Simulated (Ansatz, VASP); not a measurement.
**BaZrO3 in VASP and in Ansatz**

The input POSCAR:

```
BaZrO3
1.0
    4.2050464628      0.0000000000      0.0000000000
    0.0000000000      4.2050464628      0.0000000000
    0.0000000000      0.0000000000      4.2050464628
Ba Zr O
1 1 3
Direct
    0.0000000000      0.0000000000      0.0000000000
    0.5000000000      0.5000000000      0.5000000000
    0.0000000000      0.5000000000      0.5000000000
    0.5000000000      0.5000000000      0.0000000000
    0.5000000000      0.0000000000      0.5000000000
```

INCAR.step1

```
  PREC = Accurate
  ENCUT = 520
  ISMEAR = 0
  SIGMA = 0.05
  LREAL = False
  LASPH = True
  NELM = 60
  NBANDS = 28
  GGA = PE
  ALGO = Normal
  EDIFF = 1E-4
  LWAVE = True
  LCHARG = False
```

INCAR.step2

```
  PREC = Accurate
  ENCUT = 520
  EDIFF = 1E-6
  ISMEAR = 0
  SIGMA = 0.05
  LREAL = False
  LASPH = True
  NELM = 60
  ALGO = Normal
  ISIF = 2
  LWAVE = False
  LCHARG = False
  METAGGA = R2SCAN
  LMIXTAU = True
  NBANDS = 28
  ISTART = 1
```

Contents of KPOINTS:

```
regular mesh
0
Gamma
  6 6 6
```

Input for Ansatz:

```yaml
crystal:
  lattice:
    - [4.2050464628, 0.0, 0.0]
    - [0.0, 4.2050464628, 0.0]
    - [0.0, 0.0, 4.2050464628]
  atoms:
    - { symbol: Ba, position: [0.0, 0.0, 0.0] }
    - { symbol: Zr, position: [0.5, 0.5, 0.5] }
    - { symbol: O, position: [0.0, 0.5, 0.5] }
    - { symbol: O, position: [0.5, 0.5, 0.0] }
    - { symbol: O, position: [0.5, 0.0, 0.5] }
basis:
  ecutwfc: 500
  ecutrho_ratio: 4
kpoints:
  mp_grid: { grid: [6, 6, 6] }
hamiltonian:
  xc: r2scan
scf:
  occupations: { method: gaussian, width: 0.05 }
output:
  forces: true
  stress: true
  eigenvalues: true
```

Alike in both runs: task single point; functional r2SCAN; k mesh 6 × 6 × 6; occupations gaussian, width 0.05 eV; no spin polarisation.

|  | VASP | Ansatz |
| --- | --- | --- |
| version | VASP 6.6.1 | Ansatz 0.2.0 |
| potentials or method | VASP PAW PBE potentials, release 64 (Ba_sv, Zr_sv, O), cutoff 520 eV | scalar-relativistic, plane waves, PAW |
| valence electrons in the cell | 40 | 40 |

Ansatz gave:

| Quantity | Value |
| --- | --- |
| gap on the k mesh at the Fermi level (eV) | 3.73 |
| least direct gap on the mesh (eV) | 3.96 |
| pressure (GPa) | 0.0 |

Problem. Estimate VASP's values.

Solution. gap on the k mesh at the Fermi level (eV): 3.68; least direct gap on the mesh (eV): 3.93; pressure (GPa): 1.0.

VASP's potentials were made for PBE, not for r2SCAN.

Neither program's run includes spin-orbit coupling.
